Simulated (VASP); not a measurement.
# SnO2 (P4_2/mnm) in VASP: relaxation of cell and atoms with r2SCAN

Aim: the relaxation of cell and atoms of SnO2 with r2SCAN.

Program: VASP 6.6.1. These are calculated values, not measurements. Logs are shortened: lines on timing, memory, paths and dates and some standing lists are left out, and cuts for length are marked.

## 1. The cell of the first run

The structure is tetragonal, space group P4_2/mnm (No. 136). Conventional cell: a = 4.827 Å, b = 4.827 Å, c = 3.238 Å, α = 90.00°, β = 90.00°, γ = 90.00°. Within 2.8 Å of Sn (site symmetry mmm) lie 6 O at 2.09 Å. O (site symmetry m2m) has 3 Sn at 2.09 Å and 1 O at 2.64 Å within 2.8 Å.

## 2. Relaxation of cell and atoms, r2SCAN

Input file POSCAR:

```
SnO2
1.0
    4.8271903542      0.0000000000      0.0000000000
    0.0000000000      4.8271903542      0.0000000000
    0.0000000000      0.0000000000      3.2381522553
Sn O
2 4
Direct
    0.5000000000      0.5000000000      0.5000000000
    0.0000000000      0.0000000000      0.0000000000
    0.1934234767      0.8065765233      0.5000000000
    0.8065765233      0.1934234767      0.5000000000
    0.3065765233      0.3065765233      0.0000000000
    0.6934234767      0.6934234767      0.0000000000
```

Input file INCAR.step1:

```
PREC = Accurate
ENCUT = 600
ISMEAR = -1
SIGMA = 0.02
LREAL = F
LASPH = T
NELM = 60
GGA = PE
ALGO = Normal
EDIFF = 1E-4
LWAVE = T
LCHARG = F
```

Input file INCAR.step2:

```
PREC = Accurate
ENCUT = 600
EDIFF = 1E-7
ISMEAR = -1
SIGMA = 0.02
LREAL = F
LASPH = T
NELM = 60
ALGO = Normal
ISIF = 3
LWAVE = F
LCHARG = F
METAGGA = R2SCAN
LMIXTAU = T
IBRION = 2
NSW = 80
EDIFFG = -0.005
ISTART = 1
```

Input file KPOINTS:

```
Automatic mesh
0
Gamma
  6 6 8
```

Potentials or basis: VASP PAW PBE potentials, release 64 (Sn_d, O).

Run with:

```
$ cat potpaw_PBE.64/Sn_d/POTCAR potpaw_PBE.64/O/POTCAR > POTCAR
$ cp INCAR.step1 INCAR
$ mpirun -np 1 vasp_std > vasp.out
$ cp INCAR.step2 INCAR
$ mpirun -np 1 vasp_std > vasp.out
```

OUTCAR:

```text
PREC = Accurate
   ENCUT = 600
   EDIFF = 1E-7
   ISMEAR = -1
   LREAL = F
   LASPH = T
   NELM = 60
   ISIF = 3
   METAGGA = R2SCAN
   IBRION = 2
   NSW = 80
   EDIFFG = -0.005
   ISTART = 1

 ion  position               nearest neighbor table
   1  0.500  0.500  0.500-   5 2.09   6 2.09   5 2.09   6 2.09   3 2.09   4 2.09
   2  0.000  0.000  0.000-   3 2.09   4 2.09   3 2.09   4 2.09   5 2.09   6 2.09
   3  0.193  0.807  0.500-   2 2.09   2 2.09   1 2.09
   4  0.807  0.193  0.500-   2 2.09   2 2.09   1 2.09
   5  0.307  0.307  0.000-   1 2.09   1 2.09   2 2.09
   6  0.693  0.693  0.000-   1 2.09   1 2.09   2 2.09

  LATTYP: Found a simple tetragonal cell.
 ALAT       =     4.8271903542
 C/A-ratio  =     0.6708151156

  Lattice vectors:

 A1 = (   4.8271903542,   0.0000000000,   0.0000000000)
 A2 = (   0.0000000000,   4.8271903542,   0.0000000000)
 A3 = (   0.0000000000,   0.0000000000,   3.2381522553)

Analysis of symmetry for initial positions (statically):
=====================================================================
 Subroutine PRICEL returns:
 Original cell was already a primitive cell.

 Routine SETGRP: Setting up the symmetry group for a
 simple tetragonal supercell.

 Subroutine GETGRP returns: Found 16 space group operations
 (whereof  8 operations were pure point group operations)
 out of a pool of 16 trial point group operations.

The static configuration has the point symmetry D_2h.
 The point group associated with its full space group is D_4h.

Analysis of symmetry for dynamics (positions and initial velocities):
=====================================================================
 Subroutine PRICEL returns:
 Original cell was already a primitive cell.

 Routine SETGRP: Setting up the symmetry group for a
 simple tetragonal supercell.

 Subroutine GETGRP returns: Found 16 space group operations
 (whereof  8 operations were pure point group operations)
 out of a pool of 16 trial point group operations.

The dynamic configuration has the point symmetry D_2h.
 The point group associated with its full space group is D_4h.

 Subroutine INISYM returns: Found 16 space group operations
 (whereof  8 operations are pure point group operations),
 and found     1 'primitive' translations

----------------------------------------------------------------------------------------

                                     Primitive cell

  volume of cell :      75.4547

  direct lattice vectors                    reciprocal lattice vectors
     4.827190354  0.000000000  0.000000000     0.207159844  0.000000000  0.000000000
     0.000000000  4.827190354  0.000000000     0.000000000  0.207159844  0.000000000
     0.000000000  0.000000000  3.238152255     0.000000000  0.000000000  0.308818092

  length of vectors
     4.827190354  4.827190354  3.238152255     0.207159844  0.207159844  0.308818092

  position of ions in fractional coordinates (direct lattice)
     0.500000000  0.500000000  0.500000000
     0.000000000  0.000000000  0.000000000
     0.193423477  0.806576523  0.500000000
     0.806576523  0.193423477  0.500000000
     0.306576523  0.306576523  0.000000000
     0.693423477  0.693423477  0.000000000

  ion indices of the primitive-cell ions
   primitive index   ion index
                 1           1
                 2           2
                 3           3
                 4           4
                 5           5
                 6           6

----------------------------------------------------------------------------------------

 KPOINTS: Automatic mesh

Automatic generation of k-mesh.
 Grid dimensions read from file:
 generate k-points for:    6    6    8

 Generating k-lattice:

  Cartesian coordinates                     Fractional coordinates (reciprocal lattice)
     0.034526641  0.000000000  0.000000000     0.166666667  0.000000000  0.000000000
     0.000000000  0.034526641  0.000000000     0.000000000  0.166666667  0.000000000
     0.000000000  0.000000000  0.038602261     0.000000000  0.000000000  0.125000000

  Length of vectors
     0.034526641  0.034526641  0.038602261

  Shift w.r.t. Gamma in fractional coordinates (k-lattice)
     0.000000000  0.000000000  0.000000000

 Subroutine IBZKPT returns following result:
 ===========================================

 Found     50 irreducible k-points:

 Following reciprocal coordinates:
            Coordinates               Weight
  0.000000  0.000000  0.000000      1.000000
  0.166667  0.000000  0.000000      4.000000
  0.333333  0.000000  0.000000      4.000000
  0.500000  0.000000  0.000000      2.000000
  0.166667  0.166667  0.000000      4.000000
  0.333333  0.166667  0.000000      8.000000
[... 16 lines left out ...]
  0.333333  0.000000  0.250000      8.000000
  0.500000  0.000000  0.250000      4.000000
 [... further k-points ...]
   k-points           NKPTS =     50   k-points in BZ     NKDIM =     50   number of bands    NBANDS=     31
   number of dos      NEDOS =    301   number of ions     NIONS =      6
   total plane-waves  NPLWV =  44800
   dimension x,y,z NGX =    40 NGY =   40 NGZ =   28
   dimension x,y,z NGXF=    80 NGYF=   80 NGZF=   56
   ions per type =               2   4
   NGX,Y,Z   is equivalent  to a cutoff of  13.78, 13.78, 14.38 a.u.
   NGXF,Y,Z  is equivalent  to a cutoff of  27.55, 27.55, 28.75 a.u.
 SYSTEM =  unknown system
   PREC   = accura    normal or accurate (medium, high low for compatibility)
   ISTART =      1    job   : 0-new  1-cont  2-samecut
   ICHARG =      0    charge: 1-file 2-atom 10-const
   ISPIN  =      1    spin polarized calculation?
   LNONCOLLINEAR =      F non collinear calculations
   LSORBIT =      F    spin-orbit coupling
   LASPH  =      T    aspherical Exc in radial PAW
   ENCUT  =  600.0 eV  44.10 Ry    6.64 a.u.   9.64  9.64  6.47*2*pi/ulx,y,z
   NELM   =     60;   NELMIN=  2; NELMDL=  0     # of ELM steps
   EDIFF  = 0.1E-06   stopping-criterion for ELM
   LREAL  =      F    real-space projection
   EDIFFG = -.5E-02   stopping-criterion for IOM
   NSW    =     80    number of steps for IOM
   IBRION =      2    ionic relax: 0-MD 1-quasi-New 2-CG
   NFREE  =      1    steps in history (QN), initial steepest desc. (CG)
   ISIF   =      3    stress and relaxation
   ISYM   =      2    0-nonsym 1-usesym 2-fastsym
   POTIM  = 0.5000    time-step for ionic-motion
   TEBEG  =    0.0;   TEEND  =   0.0 temperature during run
   PSTRESS=    0.0 pullay stress
   NELECT =      52.0000    total number of electrons
   NUPDOWN=      -1.0000    fix difference up-down
   EMIN   =  10.00;   EMAX   =-10.00  energy-range for DOS
   EFERMI =   0.00;   METHOD = LEGACY
   ISMEAR =    -1;   SIGMA  =   0.02  broadening in eV -4-tet -1-fermi 0-gaus
   EFERMI_NEDOS =   21; number of points for ismear=-14 and -15
   IALGO  =     38    algorithm
   IMIX   =      4    mixing-type and parameters
     AMIX     =   0.40;   BMIX     =  1.00
     AMIX_MAG =   1.60;   BMIX_MAG =  1.00
  volume/ion in A,a.u.               =      12.58        84.87
  Fermi-wavevector in a.u.,A,eV,Ry     =   1.446041  2.732621 28.450248  2.091034
  Thomas-Fermi vector in A             =   2.564154
   LORBIT       =      0    0 simple, 1 ext, 2 COOP (PROOUT), +10 PAW based schemes
   METAGGA = R2SCAN    functional components
   LHFCALC =     F    Hartree Fock is set to
   AEXX    =    0.0000 exact exchange contribution
   IVDW    =     0    specifies the selected vdW correction
   LEPSILON=     F    determine dielectric tensor
   LRPA    =     F    only Hartree local field effects (RPA)
 conjugate gradient relaxation of ions
 non-spin polarized calculation
  energy-cutoff  :      600.00
  volume of cell :       75.45
 maximum number of plane-waves:      2557
 NGX is ok and might be reduce to    40
   NGX = 19   NGY = 19   NGZ = 13

--------------------------------------- Ionic step        1  -------------------------------------------

 number of electron      52.0000001 magnetization

 Free energy of the ion-electron system (eV)
  ---------------------------------------------------
  ext. energy  EPLUGINS =         0.00000000
  ---------------------------------------------------
  free energy    TOTEN  =       -84.59535646 eV

  energy without entropy =      -84.59535646  energy(sigma->0) =      -84.59535646

------------------------ aborting loop because EDIFF is reached ----------------------------------------

  FORCE on cell =-STRESS in cart. coord.  units (eV):
  Direction    XX          YY          ZZ          XY          YZ          ZX
  --------------------------------------------------------------------------------------
  -------------------------------------------------------------------------------------
  Total       -3.0530823     -3.0530823     -3.5657219     -0.0000000      0.0000000      0.0000000
  in kB      -64.8280528    -64.8280528    -75.7132577     -0.0000000      0.0000000      0.0000000
  external PRESSURE =     -68.4564545 kB  Pullay stress =       0.0000000 kB

 VOLUME and BASIS-vectors are now :
 -----------------------------------------------------------------------------
  energy-cutoff  :      600.00
  volume of cell :       75.45
      direct lattice vectors                 reciprocal lattice vectors
     4.827190354  0.000000000  0.000000000     0.207159844  0.000000000  0.000000000
     0.000000000  4.827190354  0.000000000     0.000000000  0.207159844  0.000000000
     0.000000000  0.000000000  3.238152255     0.000000000  0.000000000  0.308818092
[... 281 lines left out ...]
 POSITION                                       TOTAL-FORCE (eV/Angst)
 -----------------------------------------------------------------------------------
      2.38255      2.38255      1.60349         0.000000      0.000000      0.000000
      0.00000      0.00000      0.00000         0.000000      0.000000      0.000000
      0.92530      3.83979      1.60349        -0.003021      0.003021      0.000000
      3.83979      0.92530      1.60349         0.003021     -0.003021      0.000000
      1.45725      1.45725      0.00000         0.003021      0.003021     -0.000000
      3.30784      3.30784      0.00000        -0.003021     -0.003021      0.000000
 -----------------------------------------------------------------------------------
    total drift:                                0.000000     -0.000000     -0.000000

  FREE ENERGIE OF THE ION-ELECTRON SYSTEM (eV)
  ---------------------------------------------------
  free  energy   TOTEN  =       -84.6532831410 eV

  energy  without entropy=      -84.6532831410  energy(sigma->0) =      -84.65328314

--------------------------------------- Ionic step        9  -------------------------------------------

 number of electron      52.0000006 magnetization

 Free energy of the ion-electron system (eV)
  ---------------------------------------------------
  ext. energy  EPLUGINS =         0.00000000
  ---------------------------------------------------
  free energy    TOTEN  =       -84.65328588 eV

  energy without entropy =      -84.65328588  energy(sigma->0) =      -84.65328588

 E-fermi :   5.9017     XC(G=0): -11.9478

 val. band max:        5.5128491257   @ k =   0.0000   0.0000   0.0000
 cond. band min:       7.2590608158   @ k =   0.0000   0.0000   0.0000
 fundamental gap:      1.7462116901
 Fermi energy:         5.9016503624

 k-point     1 :       0.0000    0.0000    0.0000
  band No.  band energies     occupation
      1     -16.2161      2.00000
      2     -15.3071      2.00000
      3     -15.0201      2.00000
      4     -15.0201      2.00000
      5     -14.9990      2.00000
      6     -14.9609      2.00000
[... 805 lines left out ...]
     30      15.0108      0.00000
     31      15.8562      0.00000

 [... further k-points ...]

------------------------ aborting loop because EDIFF is reached ----------------------------------------

  FORCE on cell =-STRESS in cart. coord.  units (eV):
  Direction    XX          YY          ZZ          XY          YZ          ZX
  --------------------------------------------------------------------------------------
  -------------------------------------------------------------------------------------
  Total        0.0097507      0.0097507      0.0050958     -0.0000000      0.0000000      0.0000000
  in kB        0.2146224      0.2146224      0.1121628     -0.0000000      0.0000000      0.0000000
  external PRESSURE =       0.1804692 kB  Pullay stress =       0.0000000 kB

 VOLUME and BASIS-vectors are now :
 -----------------------------------------------------------------------------
  energy-cutoff  :      600.00
  volume of cell :       72.79
      direct lattice vectors                 reciprocal lattice vectors
     4.763948428 -0.000000000  0.000000000     0.209909913  0.000000000  0.000000000
    -0.000000000  4.763948428  0.000000000     0.000000000  0.209909913  0.000000000
     0.000000000  0.000000000  3.207286566     0.000000000  0.000000000  0.311790038

 POSITION                                       TOTAL-FORCE (eV/Angst)
 -----------------------------------------------------------------------------------
      2.38197      2.38197      1.60364        -0.000000     -0.000000     -0.000000
      4.76395      4.76395      0.00000        -0.000000     -0.000000     -0.000000
      0.92485      3.83910      1.60364         0.002289     -0.002289     -0.000000
      3.83910      0.92485      1.60364        -0.002289      0.002289      0.000000
      1.45712      1.45712      3.20729        -0.002289     -0.002289     -0.000000
      3.30683      3.30683      0.00000         0.002289      0.002289      0.000000
 -----------------------------------------------------------------------------------
    total drift:                                0.000000      0.000000     -0.000000

  FREE ENERGIE OF THE ION-ELECTRON SYSTEM (eV)
  ---------------------------------------------------
  free  energy   TOTEN  =       -84.6532858815 eV

  energy  without entropy=      -84.6532858815  energy(sigma->0) =      -84.65328588

 reached required accuracy - stopping structural energy minimisation
```

Wall time 61 min (1 thread of Oxide Virtual Turin-like, shared host); peak memory 0.27 GiB.

Results:

| Item | Value |
| --- | --- |
| Free energy | -84.6533 eV |
| Relaxed volume | 12.13 Å³/atom |
| Relaxed cell | a = 4.764 Å, b = 4.764 Å, c = 3.207 Å, α = 90.00°, β = 90.00°, γ = 90.00° |
| Space group after relaxing (to 0.1 Å) | P4_2/mnm (No. 136) |
| Energy gained by relaxing | 9.7 meV/atom |
| Ionic steps | 9 |
| Pressure after relaxing | 0.0 GPa |
| Largest force after relaxing | 0.003 eV/Å |
| Band gap on the k mesh | 1.75 eV |

Forces on the atoms (eV/Å):
```
Sn   0.000  0.000  0.000
Sn   0.000  0.000  0.000
O    0.002 -0.002  0.000
O   -0.002  0.002  0.000
O   -0.002 -0.002  0.000
O    0.002  0.002  0.000
```

Step by step:
| step | energy change (eV) | largest force (eV/Å) | pressure (GPa) | volume (Å³) |
| --- | --- | --- | --- | --- |
| 1 | 0.0000 | 0.0120 | -6.85 | 75.45 |
| 2 | 0.0515 | 0.3539 | 10.88 | 69.74 |
| 3 | -0.0554 | 0.1281 | -0.17 | 72.99 |
| 4 | -0.0554 | 0.1311 | -0.02 | 72.94 |
| 5 | -0.0579 | 0.0059 | 0.05 | 72.79 |
| 6 | -0.0579 | 0.0086 | 0.05 | 72.78 |
| 7 | -0.0579 | 0.0040 | -0.07 | 72.82 |
| 8 | -0.0579 | 0.0043 | -0.06 | 72.82 |
| 9 | -0.0579 | 0.0032 | 0.02 | 72.79 |

Final structure:
```
Sn O
1.0
     4.76395    0.00000    0.00000
     0.00000    4.76395    0.00000
     0.00000    0.00000    3.20729
Sn O
2 4
Direct
  0.50000 0.50000 0.50000
  0.00000 0.00000 0.00000
  0.19414 0.80586 0.50000
  0.80586 0.19414 0.50000
  0.30586 0.30586 0.00000
  0.69414 0.69414 0.00000
```

Levels at points of the mesh, in eV from the valence-band top:
| k point | band 22 | band 23 | band 24 | band 25 | band 26 | band 27 | band 28 | band 29 | band 30 | band 31 |
| --- | --- | --- | --- | --- | --- | --- | --- | --- | --- | --- |
| (0.00, 0.00, 0.00) | -1.22 | -1.22 | -0.77 | -0.77 | 0.00 | 1.75 | 6.77 | 7.02 | 7.02 | 11.09 |
| (0.50, 0.00, 0.00) | -1.97 | -1.17 | -1.17 | -0.62 | -0.62 | 4.96 | 4.96 | 7.78 | 7.78 | 11.86 |
| (0.50, 0.50, 0.00) | -1.96 | -1.30 | -1.30 | -0.91 | -0.91 | 5.40 | 5.40 | 8.18 | 8.18 | 11.90 |
| (0.00, 0.00, 0.50) | -2.59 | -1.66 | -1.66 | -1.26 | -1.26 | 6.82 | 6.82 | 10.50 | 10.50 | 11.51 |
| (0.50, 0.00, 0.50) | -1.72 | -1.10 | -1.10 | -0.69 | -0.69 | 7.10 | 7.10 | 8.82 | 8.82 | 11.88 |
| (0.50, 0.50, 0.50) | -2.35 | -0.95 | -0.95 | -0.85 | -0.85 | 5.48 | 5.48 | 9.63 | 9.63 | 11.86 |

Caveat: the PAW data sets were made with another functional, which shifts forces and pressure a little; spin-orbit coupling is left out, which moves the levels of the heavy elements.
